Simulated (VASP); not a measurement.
A run of VASP 6.6.1:

INCAR

```
SYSTEM = W2O3
PREC = Accurate
ENCUT = 520
EDIFF = 1E-7
ISMEAR = -1
SIGMA = 0.06122561905347299
LREAL = .False.
LASPH = .True.
NELM = 80
ALGO = Normal
ISIF = 2
LWAVE = .False.
LCHARG = .False.
GGA = PE
NBANDS = 57
```

File KPOINTS:

```
regular mesh
0
Gamma
  12 12 12
  0 0 0
```

The input POSCAR:

```
W2O3
1.0
    4.9164776043      0.0000000000      0.0000000000
    0.0000000000      4.9164776043      0.0000000000
    0.0000000000      0.0000000000      4.9164776043
W O
4 6
Direct
    0.2500000000      0.2500000000      0.2500000000
    0.7500000000      0.7500000000      0.2500000000
    0.7500000000      0.2500000000      0.7500000000
    0.2500000000      0.7500000000      0.7500000000
    0.5000000000      0.0000000000      0.0000000000
    0.0000000000      0.5000000000      0.0000000000
    0.0000000000      0.0000000000      0.5000000000
    0.5000000000      0.5000000000      0.0000000000
    0.5000000000      0.0000000000      0.5000000000
    0.0000000000      0.5000000000      0.5000000000
```

Potentials or basis: VASP PAW PBE potentials, release 64 (W_sv, O).

The run is started by

```console
$ cat potpaw_PBE.64/W_sv/POTCAR potpaw_PBE.64/O/POTCAR > POTCAR
$ mpirun -np 1 vasp_std > vasp.out
```

Hardware: 1 thread of AMD EPYC 9R45 96-Core Processor (Zen 5), with other jobs on the host.

Q: Estimate the wall time of this run.

A: It took 6.4 min on 1 thread of AMD EPYC 9R45 96-Core Processor (Zen 5), on a shared host, peak memory 0.48 GiB. Counts: scf iterations 15, k points 84.
